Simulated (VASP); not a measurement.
Write the native input for VASP 6.6.1 that does the following.

* Task: single point
* Functional: LDA
* Potentials or basis: VASP PAW LDA potentials, release 64 (Si, O)
* Cutoff: 520 eV
* k mesh: 6 × 6 × 10
* Occupations: gaussian, width 0.05 eV
* Spin: no spin polarisation
* Dipole correction: no
* Further INCAR settings: ALGO = Normal; EDIFF = 1e-06; NBANDS = 25

The structure of SiO2 lies in POSCAR:

```
SiO2
1.0
    3.9192466914      0.0000000000      0.0000000000
    0.0000000000      3.9192466914      0.0000000000
    0.0000000000      0.0000000000      2.7999098363
Si O
2 4
Direct
    0.5000000000      0.5000000000      0.5000000000
    0.0000000000      0.0000000000      0.0000000000
    0.6944252994      0.6944252994      0.0000000000
    0.1944252994      0.8055747006      0.5000000000
    0.3055747006      0.3055747006      0.0000000000
    0.8055747006      0.1944252994      0.5000000000
```

This cell differs from its parent crystal: volume 7.168 Å^3 an atom, c/a of the conventional cell 0.7144.

The input as run:

INCAR

```
ALGO = Normal ; EDIFF = 1E-6
ENCUT = 520 ; GGA = CA
ISIF = 2 ; ISMEAR = 0
LASPH = True ; LCHARG = False
LREAL = False ; LWAVE = False
NBANDS = 25 ; NELM = 100
PREC = Accurate ; SIGMA = 0.05
```

KPOINTS

```
k-points
0
Gamma
  6 6 10
```

Potentials or basis: VASP PAW LDA potentials, release 64 (Si, O).

Launch:

```bash
$ cat potpaw_LDA.64/Si/POTCAR potpaw_LDA.64/O/POTCAR > POTCAR
$ mpirun -np 1 vasp_std > vasp.out
```

Results of the run:

```yaml
Pressure: 24.2 GPa
Largest_force: 0.639 eV/Å
Band_gap_on_the_k_mesh: 5.29 eV, direct
```

Run time: 35 s on 1 thread of Intel Xeon 6975P-C (shared host), peak memory 0.17 GiB.
